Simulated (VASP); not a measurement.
# Pd (C2/c) in VASP: further runs

The runs below take Pd through single point, with PBEsol.

Everything below comes from runs of VASP 6.6.1. Logs are shortened: lines on timing, memory, paths and dates and some standing lists are left out, and cuts for length are marked.

## Step 1: The cell of the first run

The typed cell holds 2 atoms: a = 4.839 Å, b = 4.839 Å, c = 2.730 Å, α = 97.83°, β = 97.83°, γ = 147.87°.

## Step 2: Single point, PBEsol

Input file INCAR:

```
SYSTEM = Pd
ALGO     = Normal         ! electronic algorithm
EDIFF    = 1E-6           ! SCF threshold, eV
ENCUT    = 520            ! plane-wave cutoff, eV
GGA      = PS             ! functional
ISIF     = 2              ! what is computed and relaxed
ISMEAR   = -1             ! smearing method
ISYM     = 0            
LASPH    = .True.         ! aspherical terms in the spheres
LCHARG   = .False.        ! write CHGCAR
LREAL    = .False.        ! projectors in reciprocal space
LWAVE    = .False.        ! write WAVECAR
NBANDS   = 17             ! bands
NELM     = 80             ! most SCF steps
PREC     = Accurate       ! precision mode
SIGMA    = 0.1            ! smearing width, eV
```

Input file KPOINTS:

```
k-points
0
Gamma
  13 13 9
  0 0 0
```

Input file POSCAR:

```
Pd
1.0
   -3.2887443468      3.2870588215      1.3388113110
    3.2870588215     -3.2887443468      1.3388113110
    1.6814248149      1.6814248149     -1.3418983537
Pd
2
Direct
    0.9999704589      0.0000295411      0.0000000000
    0.7500295411      0.2499704589      0.5000000000
```

Potentials or basis: VASP PAW PBE potentials, release 64 (Pd).

Started as:

```sh
$ cat potpaw_PBE.64/Pd/POTCAR > POTCAR
$ mpirun -np 1 vasp_std > vasp.out
```

OUTCAR:

```text
SYSTEM = Pd
   EDIFF = 1E-6
   ENCUT = 520
   GGA = PS
   ISIF = 2
   ISMEAR = -1
   ISYM = 0
   LASPH = .True.
   LREAL = .False.
   NELM = 80
   PREC = Accurate

 ion  position               nearest neighbor table
   1  1.000  0.000  0.000-   2 2.70   2 2.70   2 2.70   2 2.70   2 3.29   2 3.29   2 3.30   2 3.30

   2  0.750  0.250  0.500-   1 2.70   1 2.70   1 2.70   1 2.70   1 3.29   1 3.29   1 3.30   1 3.30

IMPORTANT INFORMATION: All symmetrisations will be switched off!
NOSYMM: (Re-)initialisation of all symmetry stuff for point group C_1.

----------------------------------------------------------------------------------------

                                     Primitive cell

  volume of cell :      29.5908

  direct lattice vectors                    reciprocal lattice vectors
    -3.288744347  3.287058822  1.338811311     0.073064826  0.225137504  0.373653337
     3.287058822 -3.288744347  1.338811311     0.225137504  0.073064826  0.373653337
     1.681424815  1.681424815 -1.341898354     0.297516314  0.297516314  0.000374565

  length of vectors
     4.838699288  4.838699288  2.730397408     0.442314572  0.442314572  0.420751774

  position of ions in fractional coordinates (direct lattice)
     0.999970459  0.000029541  0.000000000
     0.750029541  0.249970459  0.500000000

  ion indices of the primitive-cell ions
   primitive index   ion index
                 1           1
                 2           2

----------------------------------------------------------------------------------------

 KPOINTS: k-points

Automatic generation of k-mesh.
 Grid dimensions read from file:
 generate k-points for:   13   13    9

 Generating k-lattice:

  Cartesian coordinates                     Fractional coordinates (reciprocal lattice)
     0.005620371  0.017318270  0.028742564     0.076923077  0.000000000  0.000000000
     0.017318270  0.005620371  0.028742564     0.000000000  0.076923077  0.000000000
     0.033057368  0.033057368  0.000041618    -0.000000000 -0.000000000  0.111111111

  Length of vectors
     0.034024198  0.034024198  0.046750197

  Shift w.r.t. Gamma in fractional coordinates (k-lattice)
     0.000000000  0.000000000  0.000000000

 Subroutine IBZKPT returns following result:
 ===========================================

 Found    761 irreducible k-points:
[... 41 lines left out ...]
   LNONCOLLINEAR =      F non collinear calculations
   LSORBIT =      F    spin-orbit coupling
   LASPH  =      T    aspherical Exc in radial PAW
   ENCUT  =  520.0 eV  38.22 Ry    6.18 a.u.   9.00  9.00  5.08*2*pi/ulx,y,z
   NELM   =     80;   NELMIN=  2; NELMDL= -5     # of ELM steps
   EDIFF  = 0.1E-05   stopping-criterion for ELM
   LREAL  =      F    real-space projection
   EDIFFG = 0.1E-04   stopping-criterion for IOM
   NSW    =      0    number of steps for IOM
   IBRION =     -1    ionic relax: 0-MD 1-quasi-New 2-CG
   NFREE  =      0    steps in history (QN), initial steepest desc. (CG)
   ISIF   =      2    stress and relaxation
   ISYM   =      0    0-nonsym 1-usesym 2-fastsym
   POTIM  = 0.5000    time-step for ionic-motion
   TEBEG  =    0.0;   TEEND  =   0.0 temperature during run
   PSTRESS=    0.0 pullay stress
   NELECT =      20.0000    total number of electrons
   NUPDOWN=      -1.0000    fix difference up-down
   EMIN   =  10.00;   EMAX   =-10.00  energy-range for DOS
   EFERMI =   0.00;   METHOD = LEGACY
   ISMEAR =    -1;   SIGMA  =   0.10  broadening in eV -4-tet -1-fermi 0-gaus
   EFERMI_NEDOS =   21; number of points for ismear=-14 and -15
   IALGO  =     38    algorithm
   IMIX   =      4    mixing-type and parameters
     AMIX     =   0.40;   BMIX     =  1.00
     AMIX_MAG =   1.60;   BMIX_MAG =  1.00
  volume/ion in A,a.u.               =      14.80        99.84
  Fermi-wavevector in a.u.,A,eV,Ry     =   1.436699  2.714967 28.083828  2.064103
  Thomas-Fermi vector in A             =   2.555858
   LORBIT       =      0    0 simple, 1 ext, 2 COOP (PROOUT), +10 PAW based schemes
   GGA     = PS    functional components
   LHFCALC =     F    Hartree Fock is set to
   AEXX    =    0.0000 exact exchange contribution
   IVDW    =     0    specifies the selected vdW correction
   LEPSILON=     F    determine dielectric tensor
   LRPA    =     F    only Hartree local field effects (RPA)
 non-spin polarized calculation
  energy-cutoff  :      520.00
  volume of cell :       29.59
 maximum number of plane-waves:       817
   NGX = 17   NGY = 17   NGZ = 11

 number of electron      20.0000000 magnetization

 Free energy of the ion-electron system (eV)
  ---------------------------------------------------
  ext. energy  EPLUGINS =         0.00000000
  ---------------------------------------------------
  free energy    TOTEN  =       -11.83101678 eV

  energy without entropy =      -11.71616869  energy(sigma->0) =      -11.77359273

 E-fermi :   9.5982     XC(G=0): -13.3507

 val. band max:        9.5954860212   @ k =   0.3846   0.2308  -0.2222
 cond. band min:       9.5989780240   @ k =  -0.1538   0.4615   0.4444
 fundamental gap:      0.0034920028
 Fermi energy:         9.5981999351

 k-point     1 :       0.0000    0.0000    0.0000
  band No.  band energies     occupation
      1       2.3671      2.00000
      2       4.2750      2.00000
      3       6.0605      2.00000
      4       6.6191      2.00000
      5       7.1321      2.00000
      6       7.1431      2.00000
[... 457 lines left out ...]
      4       6.0337      2.00000
      5       7.3429      2.00000
      6       8.0231      2.00000
[... 9 lines left out ...]
     16      24.3069      0.00000
     17      26.5553      0.00000

 [... further k-points ...]

------------------------ aborting loop because EDIFF is reached ----------------------------------------

  FORCE on cell =-STRESS in cart. coord.  units (eV):
  Direction    XX          YY          ZZ          XY          YZ          ZX
  --------------------------------------------------------------------------------------
  -------------------------------------------------------------------------------------
  Total       -0.0733453     -0.0733443     -0.0686293      0.0073679      0.0004556      0.0004550
  in kB       -3.9712319     -3.9711813     -3.7158914      0.3989293      0.0246657      0.0246351
  external PRESSURE =      -3.8861015 kB  Pullay stress =       0.0000000 kB

 VOLUME and BASIS-vectors are now :
 -----------------------------------------------------------------------------
  energy-cutoff  :      520.00
  volume of cell :       29.59
      direct lattice vectors                 reciprocal lattice vectors
    -3.288744347  3.287058822  1.338811311     0.073064826  0.225137504  0.373653337
     3.287058822 -3.288744347  1.338811311     0.225137504  0.073064826  0.373653337
     1.681424815  1.681424815 -1.341898354     0.297516314  0.297516314  0.000374565

 POSITION                                       TOTAL-FORCE (eV/Angst)
 -----------------------------------------------------------------------------------
     -3.28855      3.28686      1.33881         0.000082     -0.000083     -0.000000
     -0.80428      2.48401      0.66786        -0.000082      0.000083      0.000000
 -----------------------------------------------------------------------------------
    total drift:                               -0.000003      0.000002     -0.000001

  FREE ENERGIE OF THE ION-ELECTRON SYSTEM (eV)
  ---------------------------------------------------
  free  energy   TOTEN  =       -11.8310167788 eV

  energy  without entropy=      -11.7161686870  energy(sigma->0) =      -11.77359273
```

OSZICAR:

```text
N       E                     dE             d eps       ncg     rms          rms(c)
DAV:   1     0.109432187623E+03    0.10943E+03   -0.10037E+04 25874   0.113E+03
DAV:   2    -0.107020548569E+02   -0.12013E+03   -0.11364E+03 27434   0.257E+02
DAV:   3    -0.125614108371E+02   -0.18594E+01   -0.18457E+01 31081   0.355E+01
DAV:   4    -0.125743919305E+02   -0.12981E-01   -0.12979E-01 29729   0.290E+00
DAV:   5    -0.125745969461E+02   -0.20502E-03   -0.20501E-03 30301   0.370E-01    0.119E+01
DAV:   6    -0.118653791549E+02    0.70922E+00   -0.15752E+00 26664   0.128E+01    0.534E+00
DAV:   7    -0.118389268738E+02    0.26452E-01   -0.17973E-02 30776   0.121E+00    0.264E+00
DAV:   8    -0.118310305694E+02    0.78963E-02   -0.25893E-03 27874   0.405E-01    0.150E-01
DAV:   9    -0.118310088949E+02    0.21675E-04   -0.48189E-05 30609   0.626E-02    0.300E-02
DAV:  10    -0.118310166642E+02   -0.77693E-05   -0.51809E-06 29997   0.192E-02    0.777E-03
DAV:  11    -0.118310167788E+02   -0.11463E-06   -0.37157E-06 17404   0.173E-02
   1 F= -.11831017E+02 E0= -.11773593E+02  d E =-.114848E+00
```

stdout:

```text
POSCAR found type information on POSCAR Pd
 POSCAR found :  1 types and       2 ions
 scaLAPACK will be used
 -----------------------------------------------------------------------------
|                                                                             |
|                                                                             |
|     You enforced a specific xc type in the INCAR file but a different       |
|     I HOPE YOU KNOW WHAT YOU ARE DOING!                                     |
|                                                                             |
 -----------------------------------------------------------------------------

 LDA part: xc-table for (Slater+PW92), standard interpolation
 POSCAR, INCAR and KPOINTS ok, starting setup
 FFT: planning ... GRIDC
 FFT: planning ... GRID_SOFT
 FFT: planning ... GRID
 WAVECAR not read
 entering main loop
```

It took 6.6 min on 1 thread of Intel Xeon 8259CL, shared host; peak memory 0.43 GiB.

Results:

* Free energy: -11.8310 eV
* Pressure: -0.4 GPa
* Band gap on the k mesh: zero (bands 10 and 11 overlap by 1.19 eV)

Levels at points of the mesh, in eV from the Fermi level:
| k point | band 8 | band 9 | band 10 | band 11 | band 12 | band 13 |
| --- | --- | --- | --- | --- | --- | --- |
| (0.00, 0.00, 0.00) | -1.94 | -0.89 | -0.84 | -0.02 | 0.51 | 6.58 |

Caveat: the PAW data sets were made with another functional, which shifts forces and pressure a little.

## Step 3: Single point, PBEsol, collinear spin

Input file INCAR:

```
SYSTEM = Pd
PREC = Accurate ; ENCUT = 520
EDIFF = 1E-6 ; ISMEAR = -1
SIGMA = 0.05 ; LREAL = .FALSE.
LASPH = .TRUE. ; NELM = 150
ALGO = Normal ; ISIF = 2
LWAVE = .FALSE. ; LCHARG = .FALSE.
ISPIN = 2 ; MAGMOM = 0.5 0.5
LORBIT = 11 ; LMAXMIX = 4
GGA = PS ; NBANDS = 21
ISYM = 0
```

Input file KPOINTS:

```
Automatic mesh
0
G
  13 13 9
  0 0 0
```

Input file POSCAR:

```
Pd
1.0
   -3.2963767927      3.2933988116      1.3356630562
    3.2933988116     -3.2963767927      1.3356630562
    1.6796443297      1.6796443297     -1.3411172339
Pd
2
Direct
    0.9999371857      0.0000628143      0.0000000000
    0.7500628143      0.2499371857      0.5000000000
```

Potentials or basis: VASP PAW PBE potentials, release 64 (Pd).

Started as:

```sh
$ cat potpaw_PBE.64/Pd/POTCAR > POTCAR
$ mpirun -np 1 vasp_std > vasp.out
```

OUTCAR:

```text
SYSTEM = Pd
   PREC = Accurate
   ENCUT = 520
   EDIFF = 1E-6
   ISMEAR = -1
   LREAL = .FALSE.
   LASPH = .TRUE.
   NELM = 150
   ISIF = 2
   ISPIN = 2
   LORBIT = 11
   GGA = PS
   ISYM = 0

 ion  position               nearest neighbor table
   1  1.000  0.000  0.000-   2 2.70   2 2.70   2 2.70   2 2.70   2 3.29   2 3.29   2 3.30   2 3.30

   2  0.750  0.250  0.500-   1 2.70   1 2.70   1 2.70   1 2.70   1 3.29   1 3.29   1 3.30   1 3.30

IMPORTANT INFORMATION: All symmetrisations will be switched off!
NOSYMM: (Re-)initialisation of all symmetry stuff for point group C_1.

----------------------------------------------------------------------------------------

                                     Primitive cell

  volume of cell :      29.5412

  direct lattice vectors                    reciprocal lattice vectors
    -3.296376793  3.293398812  1.335663056     0.073706854  0.225457089  0.374679415
     3.293398812 -3.296376793  1.335663056     0.225457089  0.073706854  0.374679415
     1.679644330  1.679644330 -1.341117234     0.297947276  0.297947276  0.000664300

  length of vectors
[... 1296 lines left out ...]
------------------------ aborting loop because EDIFF is reached ----------------------------------------

  FORCE on cell =-STRESS in cart. coord.  units (eV):
  Direction    XX          YY          ZZ          XY          YZ          ZX
  --------------------------------------------------------------------------------------
  -------------------------------------------------------------------------------------
  Total       -0.0672804     -0.0672803     -0.0590223      0.0094111      0.0004492      0.0004485
  in kB       -3.6489756     -3.6489721     -3.2010970      0.5104162      0.0243625      0.0243255
  external PRESSURE =      -3.4996816 kB  Pullay stress =       0.0000000 kB

 VOLUME and BASIS-vectors are now :
 -----------------------------------------------------------------------------
  energy-cutoff  :      520.00
  volume of cell :       29.54
      direct lattice vectors                 reciprocal lattice vectors
    -3.296376793  3.293398812  1.335663056     0.073706854  0.225457089  0.374679415
     3.293398812 -3.296376793  1.335663056     0.225457089  0.073706854  0.374679415
     1.679644330  1.679644330 -1.341117234     0.297947276  0.297947276  0.000664300

 POSITION                                       TOTAL-FORCE (eV/Angst)
 -----------------------------------------------------------------------------------
     -3.29596      3.29298      1.33566         0.000178     -0.000178      0.000000
     -0.80952      2.48619      0.66510        -0.000178      0.000178     -0.000000
 -----------------------------------------------------------------------------------
    total drift:                               -0.000002      0.000002     -0.000000

  FREE ENERGIE OF THE ION-ELECTRON SYSTEM (eV)
  ---------------------------------------------------
  free  energy   TOTEN  =       -11.7859323142 eV

  energy  without entropy=      -11.7542489408  energy(sigma->0) =      -11.77009063

 total charge

# of ion       s       p       d       tot
------------------------------------------
    1        0.489   0.486   8.472   9.447
    2        0.489   0.486   8.472   9.447
--------------------------------------------------
tot          0.977   0.973  16.944  18.894

 magnetization (x)

# of ion       s       p       d       tot
------------------------------------------
    1       -0.000  -0.000   0.004   0.003
    2       -0.000  -0.000   0.004   0.003
--------------------------------------------------
tot         -0.000  -0.000   0.007   0.007
```

It took 26 min on 1 thread of Oxide Virtual Turin-like, shared host; peak memory 0.66 GiB.

What came out:

| Quantity | Value |
| --- | --- |
| Free energy | -11.7859 eV |
| Pressure | -0.3 GPa |
| Band gap on the k mesh | zero (filled and empty bands overlap) |
| Net moment | 0.01 μB per cell |
| Valence electrons inside the program's atomic spheres | Pd 9.45 |

Stress tensor (GPa, compression positive):
```
-0.36  0.05  0.00
 0.05 -0.36  0.00
 0.00  0.00 -0.32
```

Levels at points of the mesh, in eV from the Fermi level:
Spin up:
```csv
k point,band 8,band 9,band 10,band 11,band 12,band 13
"(0.00, 0.00, 0.00)",-1.90,-0.86,-0.81,-0.01,0.49,6.55
```
Spin down:
```
           k point  band 7  band 8  band 9  band 10  band 11  band 12  band 13  band 14
(0.00, 0.00, 0.00)   -2.36   -1.89   -0.86    -0.81    -0.01     0.49     6.55    17.23
```

Caveat: the PAW data sets were made with another functional, which shifts forces and pressure a little.
